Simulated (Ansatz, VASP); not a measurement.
# One calculation of AgCl, two programs

```
Ag Cl
1.0
     3.39559    0.00000    0.00000
     0.00000    3.39559    0.00000
     0.00000    0.00000    3.39559
Ag Cl
1 1
Cartesian
  0.0000 0.0000 0.0000
  1.6978 1.6978 1.6978
```

Alike in both runs: task single point; functional HSE06; k mesh 4 × 4 × 4; no spin polarisation.

```csv
,VASP,Ansatz
version,VASP 6.6.1,Ansatz 0.2.0
potentials or method,"VASP PAW PBE potentials, release 64 (Ag, Cl)","plane waves, PAW"
plane-wave cutoff (eV),520,420
occupations,"gaussian, width 0.01 eV",fixed
valence electrons in the cell,18,26
```

```csv
,VASP,Ansatz,Ansatz less VASP
gap on the k mesh at the Fermi level (eV),2.01,2.02,+0.012
pressure (GPa),1.3,1.5,+0.17
```

VASP's potentials hold 18 valence electrons a cell and Ansatz's 26, so a difference there can come from the potentials and not from the codes. Ansatz's warnings: stress exchange threshold loose, stress scf threshold loose.

The k mesh is coarse, so the values compare programs but aren't converged.
